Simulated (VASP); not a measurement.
# SnGe2 (P6_3mc) in VASP: relaxation of cell and atoms with PBE

Aim: the relaxation of cell and atoms of SnGe2 with PBE.

Everything below comes from runs of VASP 6.6.1. Logs are shortened: lines on timing, memory, paths and dates and some standing lists are left out, and cuts for length are marked.

**1. The cell of the first run**

Symmetry: P6_3mc, No. 186, hexagonal system. The conventional cell has a = 4.039 Å, b = 4.039 Å, c = 9.999 Å, α = 90.00°, β = 90.00°, γ = 120.00°. Within 4.1 Å of Sn (site symmetry 3m) lie 10 Ge at 2.97 to 3.93 Å and 6 Sn at 4.04 Å. Within 3.5 Å of Ge (site symmetry 3m) lie 3 Ge at 2.65 Å and 4 Sn at 3.01 to 3.10 Å. Within 3.5 Å of Ge (site symmetry 3m) lie 3 Ge at 2.65 Å and 3 Sn at 2.97 Å.

The cell was generated, and may not be a known phase.

**2. Relaxation of cell and atoms, PBE**

INCAR reads:

```
  PREC = Accurate
  ENCUT = 600
  EDIFF = 1E-6
  ISMEAR = 0
  SIGMA = 0.1
  LREAL = False
  LASPH = True
  NELM = 60
  ALGO = Normal
  ISIF = 3
  LWAVE = False
  LCHARG = False
  GGA = PE
  IBRION = 2
  NSW = 100
  EDIFFG = -0.01
```

KPOINTS reads:

```
regular mesh
0
Gamma
  12 12 4
```

POSCAR reads:

```
SnGe2
1.0
    4.0392245632      0.0000000000      0.0000000000
   -2.0196122816      3.4980710833      0.0000000000
    0.0000000000      0.0000000000      9.9991727605
Sn Ge
2 4
Direct
    0.3333333333      0.6666666667      0.9982015892
    0.6666666667      0.3333333333      0.4982015892
    0.6666666667      0.3333333333      0.1878493502
    0.0000000000      0.0000000000      0.3139490607
    0.3333333333      0.6666666667      0.6878493502
    0.0000000000      0.0000000000      0.8139490607
```

Potentials or basis: VASP PAW PBE potentials, release 64 (Sn_d, Ge_d).

The run is started by

```sh
$ cat potpaw_PBE.64/Sn_d/POTCAR potpaw_PBE.64/Ge_d/POTCAR > POTCAR
$ mpirun -np 1 vasp_std > vasp.out
```

OUTCAR:

```text
PREC = Accurate
   ENCUT = 600
   EDIFF = 1E-6
   ISMEAR = 0
   LREAL = False
   LASPH = True
   NELM = 60
   ISIF = 3
   GGA = PE
   IBRION = 2
   NSW = 100
   EDIFFG = -0.01

 ion  position               nearest neighbor table
   1  0.333  0.667  0.998-   6 2.97   6 2.97   6 2.97   3 3.01   3 3.01   3 3.01   5 3.10
   2  0.667  0.333  0.498-   4 2.97   4 2.97   4 2.97   5 3.01   5 3.01   5 3.01   3 3.10
   3  0.667  0.333  0.188-   4 2.65   4 2.65   4 2.65   1 3.01   1 3.01   1 3.01   2 3.10
   4  0.000  0.000  0.314-   3 2.65   3 2.65   3 2.65   2 2.97   2 2.97   2 2.97
   5  0.333  0.667  0.688-   6 2.65   6 2.65   6 2.65   2 3.01   2 3.01   2 3.01   1 3.10
   6  0.000  0.000  0.814-   5 2.65   5 2.65   5 2.65   1 2.97   1 2.97   1 2.97

  LATTYP: Found a hexagonal cell.
 ALAT       =     4.0392245632
 C/A-ratio  =     2.4755179129

  Lattice vectors:

 A1 = (   4.0392245632,   0.0000000000,   0.0000000000)
 A2 = (  -2.0196122816,   3.4980710833,   0.0000000000)
 A3 = (   0.0000000000,   0.0000000000,   9.9991727605)

Analysis of symmetry for initial positions (statically):
=====================================================================
 Subroutine PRICEL returns:
 Original cell was already a primitive cell.

 Routine SETGRP: Setting up the symmetry group for a
 hexagonal supercell.

 Subroutine GETGRP returns: Found 12 space group operations
 (whereof  6 operations were pure point group operations)
 out of a pool of 24 trial point group operations.

The static configuration has the point symmetry C_3v.
 The point group associated with its full space group is C_6v.

Analysis of symmetry for dynamics (positions and initial velocities):
=====================================================================
 Subroutine PRICEL returns:
 Original cell was already a primitive cell.

 Routine SETGRP: Setting up the symmetry group for a
 hexagonal supercell.

 Subroutine GETGRP returns: Found 12 space group operations
 (whereof  6 operations were pure point group operations)
 out of a pool of 24 trial point group operations.

The dynamic configuration has the point symmetry C_3v.
 The point group associated with its full space group is C_6v.

 Subroutine INISYM returns: Found 12 space group operations
 (whereof  6 operations are pure point group operations),
 and found     1 'primitive' translations

----------------------------------------------------------------------------------------

                                     Primitive cell

  volume of cell :     141.2833
[... 120 lines left out ...]
  Thomas-Fermi vector in A             =   2.501820
   LORBIT       =      0    0 simple, 1 ext, 2 COOP (PROOUT), +10 PAW based schemes
   GGA     = PE    functional components
   LHFCALC =     F    Hartree Fock is set to
   AEXX    =    0.0000 exact exchange contribution
   IVDW    =     0    specifies the selected vdW correction
   LEPSILON=     F    determine dielectric tensor
   LRPA    =     F    only Hartree local field effects (RPA)
 conjugate gradient relaxation of ions
 non-spin polarized calculation
 Gauss-broadening in eV      SIGMA  =   0.10
  energy-cutoff  :      600.00
  volume of cell :      141.28
 maximum number of plane-waves:      4738
   NGX = 17   NGY = 17   NGZ = 39

--------------------------------------- Ionic step        1  -------------------------------------------

 number of electron      84.0000003 magnetization

 Free energy of the ion-electron system (eV)
  ---------------------------------------------------
  ext. energy  EPLUGINS =         0.00000000
  ---------------------------------------------------
  free energy    TOTEN  =       -24.73404493 eV

  energy without entropy =      -24.71850747  energy(sigma->0) =      -24.72627620

------------------------ aborting loop because EDIFF is reached ----------------------------------------

  FORCE on cell =-STRESS in cart. coord.  units (eV):
  Direction    XX          YY          ZZ          XY          YZ          ZX
  --------------------------------------------------------------------------------------
  -------------------------------------------------------------------------------------
  Total       -0.2292546     -0.2292546      1.5986857      0.0000000      0.0000000      0.0000000
  in kB       -2.5997884     -2.5997884     18.1293812      0.0000000      0.0000000      0.0000000
  external PRESSURE =       4.3099348 kB  Pullay stress =       0.0000000 kB
[... 101 lines left out ...]
  FREE ENERGIE OF THE ION-ELECTRON SYSTEM (eV)
  ---------------------------------------------------
  free  energy   TOTEN  =       -24.7563793534 eV

  energy  without entropy=      -24.7407130047  energy(sigma->0) =      -24.74854618

[... ionic steps 4 to 14 ...]

--------------------------------------- Ionic step       15  -------------------------------------------

 number of electron      84.0000013 magnetization

------------------------ aborting loop because EDIFF is reached ----------------------------------------
[... 75 lines left out ...]
--------------------------------------- Ionic step       17  -------------------------------------------

 number of electron      84.0000014 magnetization

 Free energy of the ion-electron system (eV)
  ---------------------------------------------------
  ext. energy  EPLUGINS =         0.00000000
  ---------------------------------------------------
  free energy    TOTEN  =       -24.77865321 eV

  energy without entropy =      -24.76418002  energy(sigma->0) =      -24.77141661

 E-fermi :   6.3247     XC(G=0): -10.3155

 val. band max:        6.3099741974   @ k =   0.3333   0.0833   0.0000
 cond. band min:       6.3252749139   @ k =   0.4167   0.0000   0.2500
 fundamental gap:      0.0153007165
 Fermi energy:         6.3246570635

 k-point     1 :       0.0000    0.0000    0.0000
  band No.  band energies     occupation
      1     -18.3770      2.00000
      2     -18.3770      2.00000
      3     -18.3766      2.00000
      4     -18.3766      2.00000
      5     -18.3121      2.00000
      6     -18.3121      2.00000
[... 1261 lines left out ...]
     49      10.5083      0.00000
     50      11.1095      0.00000

 [... further k-points ...]

------------------------ aborting loop because EDIFF is reached ----------------------------------------

  FORCE on cell =-STRESS in cart. coord.  units (eV):
  Direction    XX          YY          ZZ          XY          YZ          ZX
  --------------------------------------------------------------------------------------
  -------------------------------------------------------------------------------------
  Total        0.0081751      0.0081751     -0.0234953     -0.0000000     -0.0000000      0.0000000
  in kB        0.0920329      0.0920329     -0.2645032     -0.0000000     -0.0000000      0.0000000
  external PRESSURE =      -0.0268125 kB  Pullay stress =       0.0000000 kB
[... 21 lines left out ...]
  FREE ENERGIE OF THE ION-ELECTRON SYSTEM (eV)
  ---------------------------------------------------
  free  energy   TOTEN  =       -24.7786532118 eV

  energy  without entropy=      -24.7641800155  energy(sigma->0) =      -24.77141661

 reached required accuracy - stopping structural energy minimisation
```

OSZICAR:

```text
N       E                     dE             d eps       ncg     rms          rms(c)
DAV:   1     0.969956800846E+03    0.96996E+03   -0.43908E+04  6454   0.448E+03
DAV:   2     0.190559571826E+03   -0.77940E+03   -0.76037E+03  5700   0.106E+03
DAV:   3    -0.696969686807E+01   -0.19753E+03   -0.19432E+03  5920   0.294E+02
DAV:   4    -0.243932873634E+02   -0.17424E+02   -0.17152E+02  6708   0.941E+01
[... 153 lines left out ...]
       N       E                     dE             d eps       ncg     rms          rms(c)
DAV:   1    -0.247786555707E+02   -0.69521E-05   -0.20641E-04  7330   0.941E-02    0.114E-02
DAV:   2    -0.247786543861E+02    0.11846E-05   -0.11014E-05  7188   0.502E-02    0.692E-03
DAV:   3    -0.247786532668E+02    0.11193E-05   -0.16369E-06  3044   0.337E-02    0.132E-03
DAV:   4    -0.247786532118E+02    0.54990E-07   -0.13658E-06  3072   0.191E-02
  17 F= -.24778653E+02 E0= -.24771417E+02  d E =-.531332E-04
```

CONTCAR:

```text
SnGe2
   1.00000000000000
     3.9688070673725084   -0.0000000000000000    0.0000000000000000
    -1.9844035336862542    3.4370877430436173   -0.0000000000000000
    -0.0000000000000000    0.0000000000000000   10.4330000686060345
  Sn              Ge
     2     4
Direct
     0.3333333332999970    0.6666666667000030    0.9955058963928114
     0.6666666667000030    0.3333333332999970    0.4955058963928113
     0.6666666667000030    0.3333333332999970    0.1922696850318776
     0.0000000000000000    0.0000000000000000    0.3122244186753058
     0.3333333332999970    0.6666666667000030    0.6922696850318777
     0.0000000000000000    0.0000000000000000    0.8122244186753060

  0.00000000E+00  0.00000000E+00  0.00000000E+00
  0.00000000E+00  0.00000000E+00  0.00000000E+00
  0.00000000E+00  0.00000000E+00  0.00000000E+00
  0.00000000E+00  0.00000000E+00  0.00000000E+00
  0.00000000E+00  0.00000000E+00  0.00000000E+00
  0.00000000E+00  0.00000000E+00  0.00000000E+00
```

It took 34 min on 1 thread of Intel Xeon 6975P-C (Granite Rapids), shared host; peak memory 0.56 GiB.

What came out:

```
Free energy                           : -24.7787 eV
Relaxed volume                        : 23.72 Å³/atom
Relaxed cell                          : a = 3.969 Å, b = 3.969 Å, c = 10.433 Å, α = 90.00°, β = 90.00°, γ = 120.00°
Space group after relaxing (to 0.1 Å) : P6_3mc (No. 186)
Energy gained by relaxing             : 7.4 meV/atom
Ionic steps                           : 17
Pressure after relaxing               : 0.0 GPa
Largest force after relaxing          : 0.007 eV/Å
Band gap on the k mesh                : zero (bands 42 and 43 overlap by 2.05 eV)
```

Forces on the atoms (eV/Å):
```
Sn   0.000  0.000 -0.007
Sn   0.000  0.000 -0.007
Ge   0.000  0.000  0.004
Ge   0.000  0.000  0.003
Ge   0.000  0.000  0.004
Ge   0.000  0.000  0.003
```

Step by step:
| step | energy change (eV) | largest force (eV/Å) | pressure (GPa) | volume (Å³) |
| --- | --- | --- | --- | --- |
| 1 | 0.0000 | 0.0378 | 0.43 | 141.28 |
| 2 | -0.0167 | 0.1115 | -0.18 | 142.57 |
| 3 | -0.0223 | 0.1976 | -0.87 | 144.07 |
| 4 | -0.0323 | 0.1819 | -0.63 | 143.26 |
| 5 | -0.0384 | 0.1486 | -0.25 | 142.05 |
| 6 | -0.0413 | 0.0907 | 0.10 | 141.51 |
| 7 | -0.0413 | 0.0357 | 0.36 | 141.02 |
| 8 | -0.0416 | 0.0616 | 0.30 | 141.24 |
| 9 | -0.0430 | 0.0342 | 0.14 | 141.79 |
| 10 | -0.0434 | 0.0197 | 0.01 | 142.32 |
| 11 | -0.0434 | 0.0229 | 0.03 | 142.25 |
| 12 | -0.0439 | 0.0224 | -0.01 | 142.38 |
| 13 | -0.0442 | 0.0322 | -0.12 | 142.65 |
| 14 | -0.0445 | 0.0176 | -0.06 | 142.42 |
| 15 | -0.0446 | 0.0114 | 0.01 | 142.28 |
| 16 | -0.0446 | 0.0073 | -0.05 | 142.31 |
| 17 | -0.0446 | 0.0071 | 0.00 | 142.32 |

Final structure:
```
Sn Ge
1.0
     3.96881    0.00000    0.00000
    -1.98440    3.43709    0.00000
     0.00000    0.00000   10.43300
Sn Ge
2 4
Cartesian
  0.0000 2.2914 10.3861
  1.9844 1.1457 5.1696
  1.9844 1.1457 2.0059
  0.0000 0.0000 3.2574
  0.0000 2.2914 7.2224
  0.0000 0.0000 8.4739
```

Caveat: spin-orbit coupling is left out, which moves the levels of the heavy elements.
